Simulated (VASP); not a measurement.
Write the native input for VASP 6.6.1 that does the following.

```yaml
Task: single point
Functional: PBE0
Potentials_or_basis: VASP PAW PBE potentials, release 64 (Pt, Se)
Cutoff: 400 eV
k_mesh: 4 × 4 × 4
Occupations: fermi-dirac, width 0.05 eV
Spin: no spin polarisation
Dipole_correction: no
Grid_for_exact_exchange_PRECFOCK: Normal
Further_INCAR_settings: ALGO = Normal; EDIFF = 1e-06; NBANDS = 15
Share_of_exact_exchange: 0.25
```

PtSe:

```xyz
2
Lattice="3.5608 0.0000 0.0000 -1.7804 3.0837 0.0000 0.0000 0.0000 3.3467" Properties=species:S:1:pos:R:3 pbc="T T T"
Pt    0.0000    0.0000    0.0000
Se    1.7804    1.0279    1.6734
```

One way to write it, as run:

POSCAR

```
PtSe
1.0
    3.5607510598     -0.0000000028      0.0000000000
   -1.7803755275      3.0837008758      0.0000000000
    0.0000000000      0.0000000000      3.3467058402
Pt Se
1 1
Direct
    0.0000000000      0.0000000000      0.0000000000
    0.6666666667      0.3333333333      0.5000000000
```

INCAR.step1

```
ALGO = Normal
EDIFF = 1E-5
ENCUT = 400
GGA = PE
GGA_COMPAT = False
ISIF = 2
ISMEAR = -1
LASPH = True
LCHARG = False
LREAL = False
LWAVE = True
NBANDS = 15
NELM = 120
PREC = Accurate
SIGMA = 0.05
```

INCAR.step2

```
AEXX = 0.25
ALGO = Normal
EDIFF = 1E-6
ENCUT = 400
GGA = PE
GGA_COMPAT = False
ISIF = 2
ISMEAR = -1
ISTART = 1
LASPH = True
LCHARG = False
LHFCALC = True
LREAL = False
LWAVE = False
NBANDS = 15
NELM = 120
PREC = Accurate
PRECFOCK = Normal
SIGMA = 0.05
```

KPOINTS

```
k-points
0
Gamma
  4 4 4
```

Potentials or basis: VASP PAW PBE potentials, release 64 (Pt, Se).

Launch:

```sh
$ cat potpaw_PBE.64/Pt/POTCAR potpaw_PBE.64/Se/POTCAR > POTCAR
$ cp INCAR.step1 INCAR
$ mpirun -np 1 vasp_std > vasp.out
$ cp INCAR.step2 INCAR
$ mpirun -np 1 vasp_std > vasp.out
```

Results of the run:

- Pressure: -0.7 GPa
- Band gap on the k mesh: zero (bands 8 and 9 overlap by 1.38 eV)

Caveat: the k points lie up to 0.51 Å⁻¹ apart, too coarse for converged energies and pressures of a metal; the PAW data sets were made with another functional, which shifts forces and pressure a little; spin-orbit coupling is left out, which moves the levels of the heavy elements.

Run time: 2.8 min on 1 thread of Intel(R) Xeon(R) 6975P-C (Granite Rapids), on a shared host, peak memory 0.15 GiB.
